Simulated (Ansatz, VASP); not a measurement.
VH2: VASP beside Ansatz

The input INCAR:

```
PREC = Accurate
ENCUT = 520
EDIFF = 1E-6
ISMEAR = 0
SIGMA = 0.1
LREAL = F
LASPH = T
NELM = 150
ALGO = Normal
ISIF = 2
LWAVE = F
LCHARG = F
ISPIN = 2
MAGMOM = 2 0 0
LORBIT = 11
LMAXMIX = 4
GGA = PS
NBANDS = 18
```

KPOINTS

```
Automatic mesh
0
Gamma
  8 8 8
```

The input POSCAR:

```
VH2
1.0
   -1.5655911128      1.5655911128      2.0921945751
    1.5655911128     -1.5655911128      2.0921945751
    1.5655911128      1.5655911128     -2.0921945751
V H
1 2
Direct
    0.0000000000      0.0000000000      0.0000000000
    0.7500000000      0.2500000000      0.5000000000
    0.2500000000      0.7500000000      0.5000000000
```

Input for Ansatz:

```yaml
crystal:
  lattice:
    - [-1.5655911128, 1.5655911128, 2.0921945751]
    - [1.5655911128, -1.5655911128, 2.0921945751]
    - [1.5655911128, 1.5655911128, -2.0921945751]
  atoms:
    - { symbol: V, position: [0.0, 0.0, 0.0], spin: 2.0 }
    - { symbol: H, position: [0.75, 0.25, 0.5] }
    - { symbol: H, position: [0.25, 0.75, 0.5] }
basis:
  ecutwfc: 420
kpoints:
  mp_grid: { grid: [8, 8, 8] }
hamiltonian:
  xc: pbesol
scf:
  occupations: { method: gaussian, width: 0.1 }
  lower_state_search: "off"
output:
  forces: true
  stress: true
  eigenvalues: true
  populations: true
magnetization:
  spin_polarized: true
```

Alike in both runs: task single point; functional PBEsol; k mesh 8 × 8 × 8; occupations gaussian, width 0.1 eV; collinear spin.

```csv
,VASP,Ansatz
version,VASP 6.6.1,Ansatz 0.2.0
potentials or method,"VASP PAW PBE potentials, release 64 (V_sv, H), cutoff 520 eV","scalar-relativistic, plane waves, PAW"
valence electrons in the cell,15,15
```

Ansatz gave:

| Quantity | Value |
| --- | --- |
| gap on the k mesh at the Fermi level (eV) | none |
| pressure (GPa) | -18.7 |
| traceless stress, the component that is largest in VASP (GPa) | 5.27 |
| net moment per atom (μB) | 0.00 |

Task: Estimate VASP's values.

Result: gap on the k mesh at the Fermi level (eV): none; pressure (GPa): -18.6; traceless stress, the component that is largest in VASP (GPa): 5.25; net moment per atom (μB): 0.00.

VASP's potentials were made for PBE, not for PBEsol. A gap of «none» marks a metal or a gap that the smearing closes. With one functional, cell and mesh, what is left measures potentials, basis and numerics. Ansatz's warnings: seeded moment not kept.
